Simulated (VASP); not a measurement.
# CoSi2 (Fm-3m) in VASP: single point with PBE

Aim: the single point of CoSi2 with PBE.

Everything below comes from runs of VASP 6.6.1. Logs are shortened: lines on timing, memory, paths and dates and some standing lists are left out, and cuts for length are marked.

## (1) The cell of the first run

Symmetry: Fm-3m, No. 225, cubic system. Conventional cell: a = 5.356 Å, b = 5.356 Å, c = 5.356 Å, α = 90.00°, β = 90.00°, γ = 90.00°. Within 3.1 Å of Co (site symmetry m-3m) lie 8 Si at 2.32 Å. Within 3.1 Å of Si (site symmetry -43m) lie 4 Co at 2.32 Å and 6 Si at 2.68 Å.

## (2) Single point, PBE

File INCAR:

```
SYSTEM = CoSi2
PREC = Accurate
ENCUT = 520
EDIFF = 1E-6
ISMEAR = -1
SIGMA = 0.1
LREAL = .FALSE.
LASPH = .TRUE.
NELM = 100
ALGO = Normal
ISIF = 2
LWAVE = .FALSE.
LCHARG = .FALSE.
GGA = PE
NBANDS = 26
ISYM = 0
```

File KPOINTS:

```
Automatic mesh
0
Gamma
  8 8 8
  0.5 0.5 0.5
```

File POSCAR:

```
CoSi2
1.0
    0.0000000000      2.6780000000      2.6780000000
    5.3560000000      0.0000000000      5.3560000000
    2.6780000000      2.6780000000      0.0000000000
Co Si
2 4
Direct
    0.0000000000      0.0000000000      0.0000000000
    0.0000000000      0.5000000000      0.0000000000
    0.2500000000      0.1250000000      0.2500000000
    0.7500000000      0.3750000000      0.7500000000
    0.2500000000      0.6250000000      0.2500000000
    0.7500000000      0.8750000000      0.7500000000
```

Potentials or basis: VASP PAW PBE potentials, release 64 (Co, Si).

Started as:

```bash
cat potpaw_PBE.64/Co/POTCAR potpaw_PBE.64/Si/POTCAR > POTCAR
mpirun -np 1 vasp_std > vasp.out
```

OUTCAR:

```text
SYSTEM = CoSi2
   PREC = Accurate
   ENCUT = 520
   EDIFF = 1E-6
   ISMEAR = -1
   LREAL = .FALSE.
   LASPH = .TRUE.
   NELM = 100
   ISIF = 2
   GGA = PE
   ISYM = 0

 ion  position               nearest neighbor table
   1  0.000  0.000  0.000-   6 2.32   3 2.32   3 2.32   4 2.32   5 2.32   6 2.32   6 2.32   3 2.32

   2  0.000  0.500  0.000-   4 2.32   5 2.32   3 2.32   4 2.32   5 2.32   6 2.32   4 2.32   5 2.32

   3  0.250  0.125  0.250-   1 2.32   1 2.32   1 2.32   2 2.32   6 2.68   4 2.68   6 2.68   4 2.68
                             6 2.68   4 2.68
   4  0.750  0.375  0.750-   2 2.32   2 2.32   1 2.32   2 2.32   3 2.68   5 2.68   3 2.68   3 2.68
                             5 2.68   5 2.68
   5  0.250  0.625  0.250-   2 2.32   2 2.32   1 2.32   2 2.32   4 2.68   4 2.68   6 2.68   4 2.68
                             6 2.68   6 2.68
   6  0.750  0.875  0.750-   1 2.32   2 2.32   1 2.32   1 2.32   3 2.68   5 2.68   5 2.68   3 2.68
                             5 2.68   3 2.68

IMPORTANT INFORMATION: All symmetrisations will be switched off!
NOSYMM: (Re-)initialisation of all symmetry stuff for point group C_1.

----------------------------------------------------------------------------------------

                                     Primitive cell

  volume of cell :      76.8231

  direct lattice vectors                    reciprocal lattice vectors
     0.000000000  2.678000000  2.678000000    -0.186706497  0.186706497  0.186706497
     5.356000000  0.000000000  5.356000000     0.093353249 -0.093353249  0.093353249
     2.678000000  2.678000000  0.000000000     0.186706497  0.186706497 -0.186706497

  length of vectors
     3.787263920  7.574527840  3.787263920     0.323385140  0.161692570  0.323385140

  position of ions in fractional coordinates (direct lattice)
     0.000000000  0.000000000  0.000000000
     0.000000000  0.500000000  0.000000000
     0.250000000  0.125000000  0.250000000
     0.750000000  0.375000000  0.750000000
     0.250000000  0.625000000  0.250000000
     0.750000000  0.875000000  0.750000000

  ion indices of the primitive-cell ions
   primitive index   ion index
                 1           1
                 2           2
                 3           3
                 4           4
                 5           5
                 6           6

----------------------------------------------------------------------------------------

 KPOINTS: Automatic mesh

Automatic generation of k-mesh.
 Grid dimensions read from file:
 generate k-points for:    8    8    8

 Generating k-lattice:

  Cartesian coordinates                     Fractional coordinates (reciprocal lattice)
    -0.023338312  0.023338312  0.023338312     0.125000000  0.000000000  0.000000000
     0.011669156 -0.011669156  0.011669156     0.000000000  0.125000000  0.000000000
     0.023338312  0.023338312 -0.023338312     0.000000000  0.000000000  0.125000000

  Length of vectors
     0.040423142  0.020211571  0.040423142

  Shift w.r.t. Gamma in fractional coordinates (k-lattice)
     0.500000000  0.500000000  0.500000000

 Subroutine IBZKPT returns following result:
 ===========================================

 Found    768 irreducible k-points:

 Following reciprocal coordinates:
            Coordinates               Weight
  0.062500  0.062500  0.062500      2.000000
  0.000000  0.062500  0.062500      2.000000
  0.062500  0.062500  0.000000      2.000000
  0.187500  0.062500  0.062500      2.000000
 -0.125000  0.062500  0.062500      2.000000
 -0.125000 -0.312500 -0.187500      2.000000
[... 16 lines left out ...]
  0.500000  0.062500  0.062500      2.000000
  0.500000 -0.062500  0.437500      2.000000
 [... further k-points ...]
   k-points           NKPTS =    768   k-points in BZ     NKDIM =    768   number of bands    NBANDS=     26
   number of dos      NEDOS =    301   number of ions     NIONS =      6
   total plane-waves  NPLWV =  43904
   dimension x,y,z NGX =    28 NGY =   56 NGZ =   28
   dimension x,y,z NGXF=    56 NGYF=  112 NGZF=   56
   ions per type =               2   4
   NGX,Y,Z   is equivalent  to a cutoff of  12.29, 12.29, 12.29 a.u.
   NGXF,Y,Z  is equivalent  to a cutoff of  24.58, 24.58, 24.58 a.u.
 SYSTEM =  CoSi2
   PREC   = accura    normal or accurate (medium, high low for compatibility)
   ISTART =      0    job   : 0-new  1-cont  2-samecut
   ICHARG =      2    charge: 1-file 2-atom 10-const
   ISPIN  =      1    spin polarized calculation?
   LNONCOLLINEAR =      F non collinear calculations
   LSORBIT =      F    spin-orbit coupling
   LASPH  =      T    aspherical Exc in radial PAW
   ENCUT  =  520.0 eV  38.22 Ry    6.18 a.u.   7.04 14.08  7.04*2*pi/ulx,y,z
   NELM   =    100;   NELMIN=  2; NELMDL= -5     # of ELM steps
   EDIFF  = 0.1E-05   stopping-criterion for ELM
   LREAL  =      F    real-space projection
   EDIFFG = 0.1E-04   stopping-criterion for IOM
   NSW    =      0    number of steps for IOM
   IBRION =     -1    ionic relax: 0-MD 1-quasi-New 2-CG
   NFREE  =      0    steps in history (QN), initial steepest desc. (CG)
   ISIF   =      2    stress and relaxation
   ISYM   =      0    0-nonsym 1-usesym 2-fastsym
   POTIM  = 0.5000    time-step for ionic-motion
   TEBEG  =    0.0;   TEEND  =   0.0 temperature during run
   PSTRESS=    0.0 pullay stress
   NELECT =      34.0000    total number of electrons
   NUPDOWN=      -1.0000    fix difference up-down
   EMIN   =  10.00;   EMAX   =-10.00  energy-range for DOS
   EFERMI =   0.00;   METHOD = LEGACY
   ISMEAR =    -1;   SIGMA  =   0.10  broadening in eV -4-tet -1-fermi 0-gaus
   EFERMI_NEDOS =   21; number of points for ismear=-14 and -15
   IALGO  =     38    algorithm
   IMIX   =      4    mixing-type and parameters
     AMIX     =   0.40;   BMIX     =  1.00
     AMIX_MAG =   1.60;   BMIX_MAG =  1.00
  volume/ion in A,a.u.               =      12.80        86.40
  Fermi-wavevector in a.u.,A,eV,Ry     =   1.247586  2.357596 21.177078  1.556471
  Thomas-Fermi vector in A             =   2.381712
   LORBIT       =      0    0 simple, 1 ext, 2 COOP (PROOUT), +10 PAW based schemes
   GGA     = PE    functional components
   LHFCALC =     F    Hartree Fock is set to
   AEXX    =    0.0000 exact exchange contribution
   IVDW    =     0    specifies the selected vdW correction
   LEPSILON=     F    determine dielectric tensor
   LRPA    =     F    only Hartree local field effects (RPA)
 non-spin polarized calculation
  energy-cutoff  :      520.00
  volume of cell :       76.82
 maximum number of plane-waves:      2087
   NGX = 15   NGY = 29   NGZ = 15

 number of electron      33.9999991 magnetization

 Free energy of the ion-electron system (eV)
  ---------------------------------------------------
  ext. energy  EPLUGINS =         0.00000000
  ---------------------------------------------------
  free energy    TOTEN  =       -38.62443283 eV

  energy without entropy =      -38.55450172  energy(sigma->0) =      -38.58946727

 E-fermi :  10.0944     XC(G=0): -11.7463

 val. band max:       10.0864756721   @ k =  -0.0625  -0.0625  -0.4375
 cond. band min:      10.1014131549   @ k =  -0.1250  -0.4375  -0.1875
 fundamental gap:      0.0149374828
 Fermi energy:        10.0944425836

 k-point     1 :       0.0625    0.0625    0.0625
  band No.  band energies     occupation
      1      -2.9772      2.00000
      2       0.3038      2.00000
      3       0.9114      2.00000
      4       5.8942      2.00000
      5       6.0212      2.00000
      6       6.0301      2.00000
[... 18 lines left out ...]
     25      14.5745      0.00000
     26      14.7085      0.00000

 k-point     2 :       0.0000    0.0625    0.0625
  band No.  band energies     occupation
      1      -2.9772      2.00000
      2       0.3038      2.00000
      3       0.9114      2.00000
      4       5.8942      2.00000
      5       6.0212      2.00000
      6       6.0301      2.00000
[... 18 lines left out ...]
     25      14.5745      0.00000
     26      14.7085      0.00000

 k-point     3 :       0.0625    0.0625    0.0000
  band No.  band energies     occupation
      1      -2.9772      2.00000
      2       0.3038      2.00000
      3       0.9114      2.00000
      4       5.8942      2.00000
      5       6.0212      2.00000
      6       6.0301      2.00000
[... 18 lines left out ...]
     25      14.5745      0.00000
     26      14.7085      0.00000

 k-point     4 :       0.1875    0.0625    0.0625
  band No.  band energies     occupation
      1      -2.6230      2.00000
      2       0.1799      2.00000
      3       1.5924      2.00000
      4       5.1350      2.00000
      5       5.8876      2.00000
      6       6.0707      2.00000
[... 18 lines left out ...]
     25      15.5683      0.00000
     26      15.6218      0.00000
[... 496 lines left out ...]
      1       0.1092      2.00000
      2       1.0367      2.00000
      3       1.0976      2.00000
      4       2.9965      2.00000
      5       3.5272      2.00000
      6       6.2320      2.00000
[... 18 lines left out ...]
     25      17.9522      0.00000
     26      19.5909      0.00000

 k-point    23 :       0.5000    0.0625    0.0625
  band No.  band energies     occupation
      1       0.1092      2.00000
      2       1.0367      2.00000
      3       1.0976      2.00000
      4       2.9965      2.00000
      5       3.5272      2.00000
      6       6.2320      2.00000
[... 18 lines left out ...]
     25      17.9522      0.00000
     26      19.6366      0.00000

 k-point    24 :       0.5000   -0.0625    0.4375
  band No.  band energies     occupation
      1       0.1092      2.00000
      2       1.0367      2.00000
      3       1.0976      2.00000
      4       2.9965      2.00000
      5       3.5272      2.00000
      6       6.2320      2.00000
[... 18 lines left out ...]
     25      17.9522      0.00000
     26      19.5944      0.00000

 [... further k-points ...]

------------------------ aborting loop because EDIFF is reached ----------------------------------------

  FORCE on cell =-STRESS in cart. coord.  units (eV):
  Direction    XX          YY          ZZ          XY          YZ          ZX
  --------------------------------------------------------------------------------------
  -------------------------------------------------------------------------------------
  Total        0.1429077      0.1429059      0.1429038     -0.0015724     -0.0015676      0.0015825
  in kB        2.9803993      2.9803631      2.9803174     -0.0327928     -0.0326920      0.0330041
  external PRESSURE =       2.9803599 kB  Pullay stress =       0.0000000 kB

 VOLUME and BASIS-vectors are now :
 -----------------------------------------------------------------------------
  energy-cutoff  :      520.00
  volume of cell :       76.82
      direct lattice vectors                 reciprocal lattice vectors
     0.000000000  2.678000000  2.678000000    -0.186706497  0.186706497  0.186706497
     5.356000000  0.000000000  5.356000000     0.093353249 -0.093353249  0.093353249
     2.678000000  2.678000000  0.000000000     0.186706497  0.186706497 -0.186706497

 POSITION                                       TOTAL-FORCE (eV/Angst)
 -----------------------------------------------------------------------------------
      0.00000      0.00000      0.00000         0.000001     -0.000001      0.000001
      2.67800      0.00000      2.67800        -0.000000      0.000000     -0.000000
      1.33900      1.33900      1.33900         0.001517     -0.001518      0.001517
      4.01700      4.01700      4.01700        -0.001493      0.001495     -0.001493
      4.01700      1.33900      4.01700         0.001493     -0.001495      0.001492
      6.69500      4.01700      6.69500        -0.001517      0.001518     -0.001517
 -----------------------------------------------------------------------------------
    total drift:                                0.000000     -0.000001      0.000000

  FREE ENERGIE OF THE ION-ELECTRON SYSTEM (eV)
  ---------------------------------------------------
  free  energy   TOTEN  =       -38.6244328325 eV

  energy  without entropy=      -38.5545017172  energy(sigma->0) =      -38.58946727
```

Wall time 29 min (1 thread of Oxide Virtual Turin-like, shared host); peak memory 1.2 GiB.

Results:

```yaml
Free_energy: -38.6244 eV
Pressure: 0.3 GPa
Band_gap_on_the_k_mesh: zero (band 17 reaches 12.52 eV, above the bottom of band 18 at 9.30 eV)
```

Spin polarisation is off, so any magnetic state and its effect on volume and gap are missing.
